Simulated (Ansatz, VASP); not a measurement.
# Two plane-wave programs on BP

```
B P
1.0
     0.00000    2.27408    2.27408
     2.27408    0.00000    2.27408
     2.27408    2.27408    0.00000
B P
1 1
Cartesian
  0.0000 0.0000 0.0000
  1.1370 1.1370 1.1370
```

Alike in both runs: functional PBE; k mesh 10 × 10 × 10; occupations gaussian, width 0.02 eV; no spin polarisation.

Ansatz relaxed the structure, and its values are those at the end. VASP's run is a single point on that final structure, the one shown.

|  | VASP | Ansatz |
| --- | --- | --- |
| version | VASP 6.6.1 | Ansatz 0.2.0 |
| potentials or method | VASP PAW PBE potentials, release 64 (B, P), cutoff 500 eV | scalar-relativistic, plane waves, PAW |
| valence electrons in the cell | 8 | 8 |

VASP gave:

| Item | Value |
| --- | --- |
| gap on the k mesh at the Fermi level (eV) | 1.25 |
| least direct gap on the mesh (eV) | 3.39 |
| pressure (GPa) | -0.2 |

Which values does Ansatz return?

gap on the k mesh at the Fermi level (eV): 1.25; least direct gap on the mesh (eV): 3.39; pressure (GPa): 0.0.

With one functional, cell and mesh, what is left measures potentials, basis and numerics.
